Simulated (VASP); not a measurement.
# LiGe16 (a cell with a defect) in VASP: single point with PBE

Aim: the single point of LiGe16 (a cell with a defect) with PBE.

Program: VASP 6.6.1. These are calculated values, not measurements. Logs are shortened: lines on timing, memory, paths and dates and some standing lists are left out, and cuts for length are marked.

**1. The cell of the first run**

The cell holds a defect, 17 atoms: a = 8.004 Å, b = 8.004 Å, c = 8.004 Å, α = 60.00°, β = 60.00°, γ = 60.00°.

**2. Single point, PBE**

File INCAR:

```
PREC = Accurate
ENCUT = 650
EDIFF = 1E-6
ISMEAR = -1
SIGMA = 0.1
LREAL = False
LASPH = True
NELM = 120
ALGO = Normal
ISIF = 2
LWAVE = False
LCHARG = False
GGA = PE
NBANDS = 128
GGA_COMPAT = False
```

File KPOINTS:

```
regular mesh
0
Gamma
  2 2 2
```

File POSCAR:

```
LiGe16
1.0
    0.0000000000      5.6600000000      5.6600000000
    5.6600000000      0.0000000000      5.6600000000
    5.6600000000      5.6600000000      0.0000000000
Ge Li
16 1
Direct
   -0.0124646643      0.0338250883     -0.0031007067
    0.1471643110      0.1036130742      0.1308038869
    0.0710954064     -0.0251236749      0.5252473498
    0.1284982332      0.1815547703      0.6203533569
    0.0419611307      0.4686925795      0.0056183746
    0.0532155477      0.6666784452      0.1457773852
   -0.0270759717      0.5409805654      0.5231360424
    0.1636307420      0.5982067138      0.6402561837
    0.5154505300      0.0021996466     -0.0270759717
    0.5926590106      0.1348674912      0.1299381625
    0.4943462898      0.0307950530      0.5025971731
    0.6802296820      0.1240459364      0.6021378092
    0.4607950530      0.5100176678      0.0398409894
    0.6571554770      0.6450353357      0.1103356890
    0.5506713781      0.5060777385      0.4677738516
    0.5943286219      0.6520141343      0.6647703180
    0.7519964664      0.2427561837      0.2436042403
```

Potentials or basis: VASP PAW PBE potentials, release 64 (Ge_d, Li_sv).

The run is started by

```console
$ cat potpaw_PBE.64/Ge_d/POTCAR potpaw_PBE.64/Li_sv/POTCAR > POTCAR
$ mpirun -np 1 vasp_std > vasp.out
```

OUTCAR:

```text
PREC = Accurate
   ENCUT = 650
   EDIFF = 1E-6
   ISMEAR = -1
   LREAL = False
   LASPH = True
   NELM = 120
   ISIF = 2
   GGA = PE

 ion  position               nearest neighbor table
   1  0.988  0.034  0.997-   2 2.40   6 2.43   4 2.47  17 2.58  10 2.59
   2  0.147  0.104  0.131-   5 2.39   1 2.40   9 2.42  17 2.59   3 2.62
   3  0.071  0.975  0.525-   4 2.43   8 2.48  12 2.58   2 2.62
   4  0.128  0.182  0.620-   7 2.36  11 2.40   3 2.43   1 2.47
   5  0.042  0.469  0.006-   8 2.39   2 2.39   6 2.41  14 2.54
   6  0.053  0.667  0.146-   5 2.41   1 2.43   7 2.49  13 2.67
   7  0.973  0.541  0.523-   4 2.36   8 2.45  16 2.48   6 2.49
   8  0.164  0.598  0.640-   5 2.39   7 2.45   3 2.48  15 2.55
   9  0.515  0.002  0.973-  14 2.35   2 2.42  10 2.42  12 2.44
  10  0.593  0.135  0.130-   9 2.42  11 2.46  13 2.47  17 2.50   1 2.59
  11  0.494  0.031  0.503-   4 2.40  10 2.46  16 2.49  12 2.51  17 2.67
  12  0.680  0.124  0.602-  17 2.37   9 2.44  15 2.50  11 2.51   3 2.58
  13  0.461  0.510  0.040-  16 2.46  10 2.47   6 2.67  14 2.67
  14  0.657  0.645  0.110-  15 2.34   9 2.35   5 2.54  17 2.65  13 2.67
  15  0.551  0.506  0.468-  14 2.34  12 2.50   8 2.55  16 2.60
  16  0.594  0.652  0.665-  13 2.46   7 2.48  11 2.49  15 2.60
  17  0.752  0.243  0.244-  12 2.37  10 2.50   1 2.58   2 2.59  14 2.65  11 2.67

  LATTYP: Found a face centered cubic cell.
 ALAT       =    11.3200000000

  Lattice vectors:

 A1 = (   0.0000000000,   5.6600000000,   5.6600000000)
 A2 = (   5.6600000000,   0.0000000000,   5.6600000000)
 A3 = (   5.6600000000,   5.6600000000,   0.0000000000)

Analysis of symmetry for initial positions (statically):
=====================================================================
 Subroutine PRICEL returns:
 Original cell was already a primitive cell.

 Routine SETGRP: Setting up the symmetry group for a
 face centered cubic supercell.

 Subroutine GETGRP returns: Found  1 space group operations
 (whereof  1 operations were pure point group operations)
 out of a pool of 48 trial point group operations.

The static configuration has the point symmetry C_1 .

Analysis of symmetry for dynamics (positions and initial velocities):
=====================================================================
 Subroutine PRICEL returns:
 Original cell was already a primitive cell.

 Routine SETGRP: Setting up the symmetry group for a
 face centered cubic supercell.

 Subroutine GETGRP returns: Found  1 space group operations
 (whereof  1 operations were pure point group operations)
 out of a pool of 48 trial point group operations.

The dynamic configuration has the point symmetry C_1 .

 Subroutine INISYM returns: Found  1 space group operations
 (whereof  1 operations are pure point group operations),
 and found     1 'primitive' translations

----------------------------------------------------------------------------------------

                                     Primitive cell

  volume of cell :     362.6430

  direct lattice vectors                    reciprocal lattice vectors
     0.000000000  5.660000000  5.660000000    -0.088339223  0.088339223  0.088339223
     5.660000000  0.000000000  5.660000000     0.088339223 -0.088339223  0.088339223
     5.660000000  5.660000000  0.000000000     0.088339223  0.088339223 -0.088339223

  length of vectors
     8.004448763  8.004448763  8.004448763     0.153008022  0.153008022  0.153008022

  position of ions in fractional coordinates (direct lattice)
     0.987535336  0.033825088  0.996899293
     0.147164311  0.103613074  0.130803887
     0.071095406  0.974876325  0.525247350
     0.128498233  0.181554770  0.620353357
     0.041961131  0.468692580  0.005618375
     0.053215548  0.666678445  0.145777385
[... 9 lines left out ...]
     0.594328622  0.652014134  0.664770318
     0.751996466  0.242756184  0.243604240

  ion indices of the primitive-cell ions
   primitive index   ion index
                 1           1
                 2           2
                 3           3
                 4           4
                 5           5
                 6           6
[... 9 lines left out ...]
                16          16
                17          17

----------------------------------------------------------------------------------------

 KPOINTS: regular mesh

Automatic generation of k-mesh.
 Grid dimensions read from file:
 generate k-points for:    2    2    2

 Generating k-lattice:

  Cartesian coordinates                     Fractional coordinates (reciprocal lattice)
    -0.044169611  0.044169611  0.044169611     0.500000000  0.000000000  0.000000000
     0.044169611 -0.044169611  0.044169611     0.000000000  0.500000000  0.000000000
     0.044169611  0.044169611 -0.044169611     0.000000000  0.000000000  0.500000000

  Length of vectors
     0.076504011  0.076504011  0.076504011

  Shift w.r.t. Gamma in fractional coordinates (k-lattice)
     0.000000000  0.000000000  0.000000000

 Subroutine IBZKPT returns following result:
 ===========================================

 Found      8 irreducible k-points:

 Following reciprocal coordinates:
            Coordinates               Weight
  0.000000  0.000000  0.000000      1.000000
  0.500000  0.000000  0.000000      1.000000
  0.000000  0.500000  0.000000      1.000000
  0.000000  0.000000  0.500000      1.000000
  0.500000  0.500000  0.500000      1.000000
  0.500000  0.500000  0.000000      1.000000
  0.000000  0.500000  0.500000      1.000000
  0.500000  0.000000  0.500000      1.000000
   k-points           NKPTS =      8   k-points in BZ     NKDIM =      8   number of bands    NBANDS=    128
   number of dos      NEDOS =    301   number of ions     NIONS =     17
   total plane-waves  NPLWV = 343000
   dimension x,y,z NGX =    70 NGY =   70 NGZ =   70
   dimension x,y,z NGXF=   140 NGYF=  140 NGZF=  140
   ions per type =              16   1
   NGX,Y,Z   is equivalent  to a cutoff of  14.54, 14.54, 14.54 a.u.
   NGXF,Y,Z  is equivalent  to a cutoff of  29.08, 29.08, 29.08 a.u.
 SYSTEM =  unknown system
   PREC   = accura    normal or accurate (medium, high low for compatibility)
   ISTART =      0    job   : 0-new  1-cont  2-samecut
   ICHARG =      2    charge: 1-file 2-atom 10-const
   ISPIN  =      1    spin polarized calculation?
   LNONCOLLINEAR =      F non collinear calculations
   LSORBIT =      F    spin-orbit coupling
   LASPH  =      T    aspherical Exc in radial PAW
   ENCUT  =  650.0 eV  47.77 Ry    6.91 a.u.  16.64 16.64 16.64*2*pi/ulx,y,z
   NELM   =    120;   NELMIN=  2; NELMDL= -5     # of ELM steps
   EDIFF  = 0.1E-05   stopping-criterion for ELM
   LREAL  =      F    real-space projection
   EDIFFG = 0.1E-04   stopping-criterion for IOM
   NSW    =      0    number of steps for IOM
   IBRION =     -1    ionic relax: 0-MD 1-quasi-New 2-CG
   NFREE  =      0    steps in history (QN), initial steepest desc. (CG)
   ISIF   =      2    stress and relaxation
   ISYM   =      2    0-nonsym 1-usesym 2-fastsym
   POTIM  = 0.5000    time-step for ionic-motion
   TEBEG  =    0.0;   TEEND  =   0.0 temperature during run
   PSTRESS=    0.0 pullay stress
   NELECT =     227.0000    total number of electrons
   NUPDOWN=      -1.0000    fix difference up-down
   EMIN   =  10.00;   EMAX   =-10.00  energy-range for DOS
   EFERMI =   0.00;   METHOD = LEGACY
   ISMEAR =    -1;   SIGMA  =   0.10  broadening in eV -4-tet -1-fermi 0-gaus
   EFERMI_NEDOS =   21; number of points for ismear=-14 and -15
   IALGO  =     38    algorithm
   IMIX   =      4    mixing-type and parameters
     AMIX     =   0.40;   BMIX     =  1.00
     AMIX_MAG =   1.60;   BMIX_MAG =  1.00
  volume/ion in A,a.u.               =      21.33       143.96
  Fermi-wavevector in a.u.,A,eV,Ry     =   1.400416  2.646402 26.683264  1.961165
  Thomas-Fermi vector in A             =   2.523379
   LORBIT       =      0    0 simple, 1 ext, 2 COOP (PROOUT), +10 PAW based schemes
   GGA     = PE    functional components
   LHFCALC =     F    Hartree Fock is set to
   AEXX    =    0.0000 exact exchange contribution
   IVDW    =     0    specifies the selected vdW correction
   LEPSILON=     F    determine dielectric tensor
   LRPA    =     F    only Hartree local field effects (RPA)
 non-spin polarized calculation
  energy-cutoff  :      650.00
  volume of cell :      362.64
 maximum number of plane-waves:     13635
 NGX is ok and might be reduce to    70
   NGX = 33   NGY = 33   NGZ = 33

 number of electron     226.9999995 magnetization

 Free energy of the ion-electron system (eV)
  ---------------------------------------------------
  ext. energy  EPLUGINS =         0.00000000
  ---------------------------------------------------
  free energy    TOTEN  =       -70.59468061 eV

  energy without entropy =      -70.43882911  energy(sigma->0) =      -70.51675486

 E-fermi :   5.2914     XC(G=0): -10.0626

 val. band max:        5.2888288130   @ k =   0.5000   0.0000   0.0000
 cond. band min:       5.3168387911   @ k =   0.0000   0.0000   0.0000
 fundamental gap:      0.0280099781
 Fermi energy:         5.2913609448

 k-point     1 :       0.0000    0.0000    0.0000
  band No.  band energies     occupation
      1     -41.7879      2.00000
      2     -19.8450      2.00000
      3     -19.8249      2.00000
      4     -19.7854      2.00000
      5     -19.7486      2.00000
      6     -19.7385      2.00000
[... 117 lines left out ...]
    124       6.1814      0.00027
    125       7.3761      0.00000

 k-point     2 :       0.5000    0.0000    0.0000
  band No.  band energies     occupation
      1     -41.7879      2.00000
      2     -19.8466      2.00000
      3     -19.8274      2.00000
      4     -19.7878      2.00000
      5     -19.7551      2.00000
      6     -19.7418      2.00000
[... 885 lines left out ...]
    124       8.9725      0.00000
    125       9.1316      0.00000
 [bands above 125 left out]

------------------------ aborting loop because EDIFF is reached ----------------------------------------

  FORCE on cell =-STRESS in cart. coord.  units (eV):
  Direction    XX          YY          ZZ          XY          YZ          ZX
  --------------------------------------------------------------------------------------
  -------------------------------------------------------------------------------------
  Total       14.6117004     13.0373352     13.7565517      1.2277917     -3.4716923      2.6703347
  in kB       64.5553222     57.5996870     60.7772266      5.4244534    -15.3381336     11.7976901
  external PRESSURE =      60.9774120 kB  Pullay stress =       0.0000000 kB

 VOLUME and BASIS-vectors are now :
 -----------------------------------------------------------------------------
  energy-cutoff  :      650.00
  volume of cell :      362.64
      direct lattice vectors                 reciprocal lattice vectors
     0.000000000  5.660000000  5.660000000    -0.088339223  0.088339223  0.088339223
     5.660000000  0.000000000  5.660000000     0.088339223 -0.088339223  0.088339223
     5.660000000  5.660000000  0.000000000     0.088339223  0.088339223 -0.088339223

 POSITION                                       TOTAL-FORCE (eV/Angst)
 -----------------------------------------------------------------------------------
      5.83390     11.23190      5.78090        -0.436692     -0.777989     -0.414596
      1.32680      1.57330      1.41940         0.497561      1.260401     -0.409272
      8.49070      3.37530      5.92020        -0.404564     -1.265707     -0.352820
      4.53880      4.23850      1.75490        -0.019910      0.409977     -0.692886
      2.68460      0.26930      2.89030         0.569892     -0.583751     -0.093843
      4.59850      1.12630      4.07460        -0.215558      1.306801      0.575697
[... 9 lines left out ...]
      7.45300      7.12650      7.05430        -0.587569     -0.410240     -0.073627
      2.75280      5.63510      5.63030        -0.029281     -0.330482      0.421865
 -----------------------------------------------------------------------------------
    total drift:                               -0.000183     -0.001340     -0.001367

  FREE ENERGIE OF THE ION-ELECTRON SYSTEM (eV)
  ---------------------------------------------------
  free  energy   TOTEN  =       -70.5946806134 eV

  energy  without entropy=      -70.4388291087  energy(sigma->0) =      -70.51675486
```

Wall time 36 min (1 thread of Intel Xeon 8259CL, shared host); peak memory 0.87 GiB.

What came out:

```yaml
Free_energy: -70.5947 eV
Pressure: 6.1 GPa
Largest_force: 2.176 eV/Å
Band_gap_on_the_k_mesh: zero (an odd number of electrons rules out a gap without spin polarisation)
```

Forces on the atoms (eV/Å):
```
Ge  -0.437 -0.778 -0.415
Ge   0.498  1.260 -0.409
Ge  -0.405 -1.266 -0.353
Ge  -0.020  0.410 -0.693
Ge   0.570 -0.584 -0.094
Ge  -0.216  1.307  0.576
Ge   0.290 -0.659  0.381
Ge  -0.480 -0.173  0.882
Ge   0.064 -0.425  0.546
Ge  -0.084  0.143  0.517
Ge  -0.396  0.655 -0.239
Ge   0.231  0.650  0.042
Ge   0.784 -0.441  0.226
Ge  -1.553 -0.351 -0.528
Ge   1.770  0.992 -0.787
Ge  -0.588 -0.410 -0.074
Li  -0.029 -0.330  0.422
```

Levels at points of the mesh, in eV from the Fermi level:
```csv
k point,band 109,band 110,band 111,band 112,band 113,band 114,band 115,band 116,band 117,band 118
"(0.00, 0.00, 0.00)",-1.29,-1.21,-0.53,-0.43,-0.36,-0.20,-0.11,0.00,0.03,0.07
"(0.50, 0.00, 0.00)",-2.22,-1.22,-1.16,-0.99,-0.72,0.00,0.21,0.50,0.65,1.01
"(0.00, 0.50, 0.00)",-2.02,-1.23,-1.12,-0.98,-0.52,0.26,0.47,0.56,0.65,1.13
"(0.00, 0.00, 0.50)",-2.17,-1.26,-1.13,-0.80,-0.61,0.20,0.31,0.45,0.81,1.06
"(0.50, 0.50, 0.50)",-2.28,-1.31,-0.96,-0.89,-0.65,0.16,0.46,0.66,0.97,1.03
"(0.50, 0.50, 0.00)",-1.89,-1.69,-1.60,-1.36,-1.29,0.67,0.86,1.35,1.49,1.61
"(0.00, 0.50, 0.50)",-2.03,-1.73,-1.53,-1.39,-1.23,0.68,0.76,1.27,1.40,1.56
"(0.50, 0.00, 0.50)",-1.96,-1.66,-1.59,-1.47,-1.35,0.69,0.79,1.35,1.51,1.55
```

Caveat: the k points lie up to 0.48 Å⁻¹ apart, too coarse for converged energies and pressures of a metal; the atoms stand as in a frame of molecular dynamics.

The gap in the log of VASP goes by the Fermi energy; the results here count the filled bands.